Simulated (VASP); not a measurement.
Input of a VASP 6.6.1 run:

Contents of INCAR:

```
PREC = Accurate ; ENCUT = 520
EDIFF = 1E-6 ; ISMEAR = -1
SIGMA = 0.1 ; LREAL = F
LASPH = T ; NELM = 80
ALGO = Normal ; ISIF = 2
LWAVE = F ; LCHARG = F
GGA = PS ; NBANDS = 21
```

File KPOINTS:

```
regular mesh
0
Gamma
  6 6 6
```

File POSCAR:

```
Ge
1.0
    0.0000000000      2.8051365231      2.8051365231
    2.8051365231      0.0000000000      2.8051365231
    2.8051365231      2.8051365231      0.0000000000
Ge
2
Direct
    0.0000000000      0.0000000000      0.0000000000
    0.2500000000      0.2500000000      0.2500000000
```

Potentials or basis: VASP PAW PBE potentials, release 64 (Ge_d).

Run with:

```sh
$ cat potpaw_PBE.64/Ge_d/POTCAR > POTCAR
$ mpirun -np 1 vasp_std > vasp.out
```

**Question.** Predict the pressure.

**Answer.** 2.4 GPa.

**Question.** Predict the band gap on the k mesh.

**Answer.** 0.20 eV, indirect (least direct gap 0.23 eV).

Caveat: the PAW data sets were made with another functional, which shifts forces and pressure a little.

**Measured values to compare with.**

“Electronic and optical properties of SixGe1-x-ySny alloys lattice-matched to Ge”, 2021, arxiv:2109.02782 reports, for a bulk crystal of Ge at 300 K: band gap 0.807 eV (direct).

Against the measured gap of Ge, 0.807 eV (direct; 300 K; “Electronic and optical properties of SixGe1-x-ySny alloys lattice-matched to Ge”, 2021, arxiv:2109.02782), the calculated 0.20 eV is off by -0.61 eV. 3 values of this kind are on record (0.666 to 0.807 eV); this one was drawn at random among those near their median. Spin-orbit coupling on Ge is left out. The value is that of PBEsol on a finite k mesh, which can miss the band edges, without temperature or zero-point motion. Semilocal functionals fall short of measured gaps as a rule.
